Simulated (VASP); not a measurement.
Wanted: the native input for a VASP 6.6.1 run.

- Task: single point
- Functional: PBEsol
- Potentials or basis: VASP PAW PBE potentials, release 64 (Zn, S)
- Cutoff: 500 eV
- k mesh: 8 × 8 × 8
- Occupations: gaussian, width 0.01 eV
- Spin: no spin polarisation
- Dipole correction: no
- Further INCAR settings: ALGO = Normal; EDIFF = 1e-06; NBANDS = 16

The structure of ZnS lies in POSCAR:

```
ZnS
1.0
    2.6377582893      2.6377582893      0.0000000000
   -2.6377582893      2.6377582893      0.0000000000
    0.0000000000      2.6377582893      2.6377582893
Zn S
1 1
Direct
    0.7500000000      0.2500000000      0.5000000000
    0.0000000000      0.0000000000      0.0000000000
```

One way to write it, as run:

INCAR

```
SYSTEM = ZnS
PREC = Accurate
ENCUT = 500
EDIFF = 1E-6
ISMEAR = 0
SIGMA = 0.01
LREAL = .FALSE.
LASPH = .TRUE.
NELM = 120
ALGO = Normal
ISIF = 2
LWAVE = .FALSE.
LCHARG = .TRUE.
GGA = PS
LELF = .TRUE.
LVHAR = .TRUE.
NBANDS = 16
GGA_COMPAT = .FALSE.
```

KPOINTS

```
Automatic mesh
0
G
  8 8 8
  0 0 0
```

Potentials or basis: VASP PAW PBE potentials, release 64 (Zn, S).

Command:

```sh
$ cat potpaw_PBE.64/Zn/POTCAR potpaw_PBE.64/S/POTCAR > POTCAR
$ mpirun -np 1 vasp_std > vasp.out
```

It gave:

| Item | Value |
| --- | --- |
| Pressure | 4.2 GPa |
| Band gap on the k mesh | 2.30 eV |

Caveat: the cell stands under pressure; the PAW data sets were made with another functional, which shifts forces and pressure a little.

Wall time 35 s on 1 thread of Intel Xeon 8259CL, on a shared host, peak memory 0.16 GiB.
